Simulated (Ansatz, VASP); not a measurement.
**Two plane-wave programs on Ga**

```
Ga
1.0
     2.97807    0.00000    0.00000
    -1.48904    2.57909    0.00000
     0.00000    0.00000    4.69948
Ga
2
Direct
  0.33333 0.66667 0.25000
  0.66667 0.33333 0.75000
```

Alike in both runs: task single point; functional revPBE; k mesh 13 × 13 × 8; occupations fermi-dirac, width 0.1 eV; no spin polarisation.

|  | VASP | Ansatz |
| --- | --- | --- |
| version | VASP 6.6.1 | Ansatz 0.2.0 |
| potentials or method | VASP PAW PBE potentials, release 64 (Ga_d), cutoff 520 eV | plane waves (420 eV) with PAW, scalar-relativistic |
| valence electrons in the cell | 26 | 26 |

Ansatz gave:

- pressure (GPa): 4.5

Question: Which values does VASP return?

Answer: Pressure (GPa): 4.6.

VASP's potentials were made for PBE, not for revPBE.
